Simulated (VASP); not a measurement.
# Si2Ni (C2/m) in VASP: single point with PBEsol

Aim: the single point of Si2Ni with PBEsol.

Program: VASP 6.6.1. These are calculated values, not measurements. Logs are shortened: lines on timing, memory, paths and dates and some standing lists are left out, and cuts for length are marked.

## Step 1: The cell of the first run

It takes space group C2/m (No. 12, monoclinic). The conventional cell has a = 6.603 Å, b = 3.812 Å, c = 6.603 Å, α = 90.00°, β = 109.47°, γ = 90.00°. Si (site symmetry m) has 4 Ni at 2.29 to 2.36 Å and 6 Si at 2.62 to 2.87 Å within 3.0 Å. Within 3.1 Å of Si (site symmetry m) lie 4 Ni at 2.31 to 2.38 Å and 6 Si at 2.53 to 2.79 Å. Within 3.0 Å of Ni (site symmetry m) lie 8 Si at 2.29 to 2.38 Å.

## Step 2: Single point, PBEsol (atoms displaced along a vibrational mode)

INCAR

```
PREC = Accurate
ENCUT = 520
EDIFF = 1E-6
ISMEAR = 0
SIGMA = 0.15
LREAL = F
LASPH = T
NELM = 60
ALGO = Fast
ISIF = 2
LWAVE = F
LCHARG = F
GGA = PS
ISYM = 0
NBANDS = 27
```

KPOINTS

```
regular mesh
0
Gamma
  12 12 14
```

POSCAR

```
Si2Ni
1.0
    0.0000000000     -2.6957048444     -2.6957048444
   -2.6957048444      0.0000000000     -2.6957048444
    2.6957048444      2.6957048444     -5.3914096888
Si Ni
4 2
Direct
    0.1089174816      0.1571637249      0.6250013120
    0.6410825184      0.5928362751      0.1249986880
    0.3910825184      0.3428362751      0.8749986880
    0.8589174816      0.9071637249      0.3750013120
    0.0227164641     -0.0454333303      0.0000004022
    0.4772835359      0.5454333303      0.4999995978
```

Potentials or basis: VASP PAW PBE potentials, release 64 (Si, Ni).

On the command line:

```sh
$ cat potpaw_PBE.64/Si/POTCAR potpaw_PBE.64/Ni/POTCAR > POTCAR
$ mpirun -np 1 vasp_std > vasp.out
```

OUTCAR:

```text
PREC = Accurate
   ENCUT = 520
   EDIFF = 1E-6
   ISMEAR = 0
   LREAL = F
   LASPH = T
   NELM = 60
   ISIF = 2
   GGA = PS
   ISYM = 0

 ion  position               nearest neighbor table
   1  0.109  0.157  0.625-   6 2.29   5 2.35   6 2.36   6 2.36   3 2.62   3 2.62   4 2.70   4 2.70
                             4 2.70   3 2.87
   2  0.641  0.593  0.125-   5 2.31   5 2.31   6 2.35   5 2.38   4 2.53   3 2.70   3 2.70   3 2.70
                             4 2.79   4 2.79
   3  0.391  0.343  0.875-   5 2.29   6 2.35   5 2.36   5 2.36   1 2.62   1 2.62   2 2.70   2 2.70
                             2 2.70   1 2.87
   4  0.859  0.907  0.375-   6 2.31   6 2.31   5 2.35   6 2.38   2 2.53   1 2.70   1 2.70   1 2.70
                             2 2.79   2 2.79
   5  0.023  0.955  0.000-   3 2.29   2 2.31   2 2.31   1 2.35   4 2.35   3 2.36   3 2.36   2 2.38

   6  0.477  0.545  0.500-   1 2.29   4 2.31   4 2.31   3 2.35   2 2.35   1 2.36   1 2.36   4 2.38

IMPORTANT INFORMATION: All symmetrisations will be switched off!
NOSYMM: (Re-)initialisation of all symmetry stuff for point group C_1.

----------------------------------------------------------------------------------------

                                     Primitive cell

  volume of cell :      78.3569

  direct lattice vectors                    reciprocal lattice vectors
     0.000000000 -2.695704844 -2.695704844     0.092740123 -0.278220370 -0.092740123
    -2.695704844  0.000000000 -2.695704844    -0.278220370  0.092740123 -0.092740123
     2.695704844  2.695704844 -5.391409689     0.092740123  0.092740123 -0.092740123

  length of vectors
     3.812302351  3.812302351  6.603101366     0.307584192  0.307584192  0.160630606

  position of ions in fractional coordinates (direct lattice)
     0.108917482  0.157163725  0.625001312
     0.641082518  0.592836275  0.124998688
     0.391082518  0.342836275  0.874998688
     0.858917482  0.907163725  0.375001312
     0.022716464  0.954566670  0.000000402
     0.477283536  0.545433330  0.499999598

  ion indices of the primitive-cell ions
   primitive index   ion index
                 1           1
                 2           2
                 3           3
                 4           4
                 5           5
                 6           6

----------------------------------------------------------------------------------------

 KPOINTS: regular mesh

Automatic generation of k-mesh.
 Grid dimensions read from file:
 generate k-points for:   12   12   14

 Generating k-lattice:

  Cartesian coordinates                     Fractional coordinates (reciprocal lattice)
     0.007728344 -0.023185031 -0.007728344     0.083333333  0.000000000 -0.000000000
    -0.023185031  0.007728344 -0.007728344     0.000000000  0.083333333 -0.000000000
     0.006624295  0.006624295 -0.006624295     0.000000000  0.000000000  0.071428571

  Length of vectors
     0.025632016  0.025632016  0.011473615

  Shift w.r.t. Gamma in fractional coordinates (k-lattice)
     0.000000000  0.000000000  0.000000000

 -----------------------------------------------------------------------------
|                                                                             |
|           W    W    AA    RRRRR   N    N  II  N    N   GGGG   !!!           |
|           W    W   A  A   R    R  NN   N  II  NN   N  G    G  !!!           |
|           W    W  A    A  R    R  N N  N  II  N N  N  G       !!!           |
|           W WW W  AAAAAA  RRRRR   N  N N  II  N  N N  G  GGG   !            |
|           WW  WW  A    A  R   R   N   NN  II  N   NN  G    G                |
|           W    W  A    A  R    R  N    N  II  N    N   GGGG   !!!           |
|                                                                             |
|     Your reciprocal lattice and k-lattice belong to different lattice       |
|     classes:                                                                |
|                                                                             |
|        The reciprocal lattice is rhombohedral (trigonal),                   |
|        whereas your k-lattice is base-centered monoclinic.                  |
|                                                                             |
|     Results are often still useful ...                                      |
|                                                                             |
 -----------------------------------------------------------------------------

 WARNING: IBZKPT: internal override: KBLOWUP is changed to .FALSE.
      ... skipping the blow-up phase ...

 Subroutine IBZKPT returns following result:
 ===========================================

 Found   1012 irreducible k-points:

 Following reciprocal coordinates:
            Coordinates               Weight
  0.000000  0.000000  0.000000      1.000000
  0.083333  0.000000  0.000000      2.000000
  0.166667  0.000000  0.000000      2.000000
  0.250000  0.000000  0.000000      2.000000
  0.333333  0.000000  0.000000      2.000000
  0.416667  0.000000  0.000000      2.000000
[... 16 lines left out ...]
  0.250000  0.166667  0.000000      2.000000
  0.333333  0.166667 -0.000000      2.000000
 [... further k-points ...]
   k-points           NKPTS =   1012   k-points in BZ     NKDIM =   1012   number of bands    NBANDS=     27
   number of dos      NEDOS =    301   number of ions     NIONS =      6
   total plane-waves  NPLWV =  39200
   dimension x,y,z NGX =    28 NGY =   28 NGZ =   50
   dimension x,y,z NGXF=    56 NGYF=   56 NGZF=  100
   ions per type =               4   2
   NGX,Y,Z   is equivalent  to a cutoff of  12.21, 12.21, 12.59 a.u.
   NGXF,Y,Z  is equivalent  to a cutoff of  24.42, 24.42, 25.18 a.u.
 SYSTEM =  unknown system
   PREC   = accura    normal or accurate (medium, high low for compatibility)
   ISTART =      0    job   : 0-new  1-cont  2-samecut
   ICHARG =      2    charge: 1-file 2-atom 10-const
   ISPIN  =      1    spin polarized calculation?
   LNONCOLLINEAR =      F non collinear calculations
   LSORBIT =      F    spin-orbit coupling
   LASPH  =      T    aspherical Exc in radial PAW
   ENCUT  =  520.0 eV  38.22 Ry    6.18 a.u.   7.09  7.09 12.28*2*pi/ulx,y,z
   NELM   =     60;   NELMIN=  2; NELMDL= -5     # of ELM steps
   EDIFF  = 0.1E-05   stopping-criterion for ELM
   LREAL  =      F    real-space projection
   EDIFFG = 0.1E-04   stopping-criterion for IOM
   NSW    =      0    number of steps for IOM
   IBRION =     -1    ionic relax: 0-MD 1-quasi-New 2-CG
   NFREE  =      0    steps in history (QN), initial steepest desc. (CG)
   ISIF   =      2    stress and relaxation
   ISYM   =      0    0-nonsym 1-usesym 2-fastsym
   POTIM  = 0.5000    time-step for ionic-motion
   TEBEG  =    0.0;   TEEND  =   0.0 temperature during run
   PSTRESS=    0.0 pullay stress
   NELECT =      36.0000    total number of electrons
   NUPDOWN=      -1.0000    fix difference up-down
   EMIN   =  10.00;   EMAX   =-10.00  energy-range for DOS
   EFERMI =   0.00;   METHOD = LEGACY
   ISMEAR =     0;   SIGMA  =   0.15  broadening in eV -4-tet -1-fermi 0-gaus
   EFERMI_NEDOS =   21; number of points for ismear=-14 and -15
   IALGO  =     68    algorithm
   IMIX   =      4    mixing-type and parameters
     AMIX     =   0.40;   BMIX     =  1.00
     AMIX_MAG =   1.60;   BMIX_MAG =  1.00
  volume/ion in A,a.u.               =      13.06        88.13
  Fermi-wavevector in a.u.,A,eV,Ry     =   1.263233  2.387163 21.711587  1.595757
  Thomas-Fermi vector in A             =   2.396600
   LORBIT       =      0    0 simple, 1 ext, 2 COOP (PROOUT), +10 PAW based schemes
   GGA     = PS    functional components
   LHFCALC =     F    Hartree Fock is set to
   AEXX    =    0.0000 exact exchange contribution
   IVDW    =     0    specifies the selected vdW correction
   LEPSILON=     F    determine dielectric tensor
   LRPA    =     F    only Hartree local field effects (RPA)
 non-spin polarized calculation
 RMM-DIIS sequential band-by-band and
 Gauss-broadening in eV      SIGMA  =   0.15
  energy-cutoff  :      520.00
  volume of cell :       78.36
 maximum number of plane-waves:      2129
   NGX = 15   NGY = 15   NGZ = 25

 number of electron      35.9999997 magnetization

 Free energy of the ion-electron system (eV)
  ---------------------------------------------------
  ext. energy  EPLUGINS =         0.00000000
  ---------------------------------------------------
  free energy    TOTEN  =       -37.89395126 eV

  energy without entropy =      -37.87343498  energy(sigma->0) =      -37.88369312

 E-fermi :  10.4743     XC(G=0): -11.7381

 val. band max:       10.4740279676   @ k =   0.0000   0.1667   0.2143
 cond. band min:      10.4746963860   @ k =   0.0833   0.5000   0.3571
 fundamental gap:      0.0006684184
 Fermi energy:        10.4743130939

 k-point     1 :       0.0000    0.0000    0.0000
  band No.  band energies     occupation
      1      -3.4618      2.00000
      2      -0.1954      2.00000
      3       0.3800      2.00000
      4       5.2130      2.00000
      5       5.2314      2.00000
      6       5.2726      2.00000
[... 19 lines left out ...]
     26      13.6852      0.00000
     27      15.2682      0.00000

 k-point     2 :       0.0833    0.0000    0.0000
  band No.  band energies     occupation
      1      -3.3668      2.00000
      2      -0.1582      2.00000
      3       0.5013      2.00000
      4       5.0494      2.00000
      5       5.2414      2.00000
      6       5.2920      2.00000
[... 19 lines left out ...]
     26      14.2918      0.00000
     27      14.5118      0.00000

 k-point     3 :       0.1667    0.0000    0.0000
  band No.  band energies     occupation
      1      -3.0832      2.00000
      2      -0.0216      2.00000
      3       0.8251      2.00000
      4       4.5950      2.00000
      5       4.9569      2.00000
      6       5.3050      2.00000
[... 594 lines left out ...]
      1      -2.7511      2.00000
      2      -0.2348      2.00000
      3       1.5284      2.00000
      4       3.9805      2.00000
      5       4.8227      2.00000
      6       5.2451      2.00000
[... 19 lines left out ...]
     26      15.3598      0.00000
     27      15.6780      0.00000

 k-point    24 :       0.3333    0.1667   -0.0000
  band No.  band energies     occupation
      1      -2.2707      2.00000
      2       0.0173      2.00000
      3       1.8782      2.00000
      4       3.4853      2.00000
      5       4.3306      2.00000
      6       4.6841      2.00000
[... 19 lines left out ...]
     26      15.9633      0.00000
     27      16.5760      0.00000

 [... further k-points ...]

------------------------ aborting loop because EDIFF is reached ----------------------------------------

  FORCE on cell =-STRESS in cart. coord.  units (eV):
  Direction    XX          YY          ZZ          XY          YZ          ZX
  --------------------------------------------------------------------------------------
  -------------------------------------------------------------------------------------
  Total        0.1867243      0.2103532      0.2077339     -0.1332394     -0.0576746      0.1312868
  in kB        3.8179876      4.3011311      4.2475739     -2.7243717     -1.1792836      2.6844460
  external PRESSURE =       4.1222309 kB  Pullay stress =       0.0000000 kB

 VOLUME and BASIS-vectors are now :
 -----------------------------------------------------------------------------
  energy-cutoff  :      520.00
  volume of cell :       78.36
      direct lattice vectors                 reciprocal lattice vectors
     0.000000000 -2.695704844 -2.695704844     0.092740123 -0.278220370 -0.092740123
    -2.695704844  0.000000000 -2.695704844    -0.278220370  0.092740123 -0.092740123
     2.695704844  2.695704844 -5.391409689     0.092740123  0.092740123 -0.092740123

 POSITION                                       TOTAL-FORCE (eV/Angst)
 -----------------------------------------------------------------------------------
      1.26115      1.39121     -4.08691         0.047251     -0.031527      0.030170
     -1.26115     -1.39121     -4.00020        -0.176924      0.060696     -0.061770
      1.43455      1.30450     -6.69590        -0.047240      0.031536     -0.030178
     -1.43455     -1.30450     -6.78262         0.176915     -0.060705      0.061779
     -2.57323     -0.06124     -2.63447        -0.283923      0.136238     -0.136029
     -0.12248      0.06124     -5.45265         0.283921     -0.136237      0.136028
 -----------------------------------------------------------------------------------
    total drift:                                0.000002     -0.000002      0.000001

  FREE ENERGIE OF THE ION-ELECTRON SYSTEM (eV)
  ---------------------------------------------------
  free  energy   TOTEN  =       -37.8939512643 eV

  energy  without entropy=      -37.8734349821  energy(sigma->0) =      -37.88369312
```

It took 67 min on 1 thread of Oxide Virtual Turin-like, shared host; peak memory 1.5 GiB.

Results:

| Property | Result |
| --- | --- |
| Free energy | -37.8940 eV |
| Pressure | 0.4 GPa |
| Largest force | 0.343 eV/Å |
| Band gap on the k mesh | zero (bands 18 and 19 overlap by 2.03 eV) |

Forces in eV/Å, atoms in the order of the input:
```
Si   0.047 -0.032  0.030
Si  -0.177  0.061 -0.062
Si  -0.047  0.032 -0.030
Si   0.177 -0.061  0.062
Ni  -0.284  0.136 -0.136
Ni   0.284 -0.136  0.136
```

Levels at points of the mesh, in eV from the Fermi level:
```
           k point  band 14  band 15  band 16  band 17  band 18  band 19  band 20  band 21  band 22  band 23
(0.00, 0.00, 0.00)    -1.47    -1.42    -0.14     1.58     1.61     1.71     1.72     1.77     1.78     1.83
(0.50, 0.00, 0.00)    -3.42    -2.79    -2.70    -2.49    -2.31     0.32     0.33     3.39     3.66     4.26
(0.00, 0.50, 0.00)    -3.41    -2.85    -2.60    -2.53    -2.24     0.24     0.26     3.46     3.99     4.03
(0.50, 0.50, 0.00)    -3.37    -3.32    -3.21    -1.57    -1.33    -0.35     1.35     1.72     1.81     1.82
(0.00, 0.00, 0.50)    -2.44    -0.36    -0.23    -0.21    -0.06     1.28     1.31     2.04     2.12     2.62
(0.50, 0.00, 0.50)    -3.37    -3.32    -3.21    -1.57    -1.33    -0.35     1.35     1.72     1.81     1.82
(0.00, 0.50, 0.50)    -3.38    -3.22    -3.13    -1.46    -1.44    -0.38     1.17     1.76     1.78     1.87
(0.50, 0.50, 0.50)    -3.42    -2.79    -2.70    -2.49    -2.31     0.32     0.33     3.39     3.66     4.26
```

Caveat: the cell differs from its parent crystal (atoms displaced along a vibrational mode); the PAW data sets were made with another functional, which shifts forces and pressure a little.
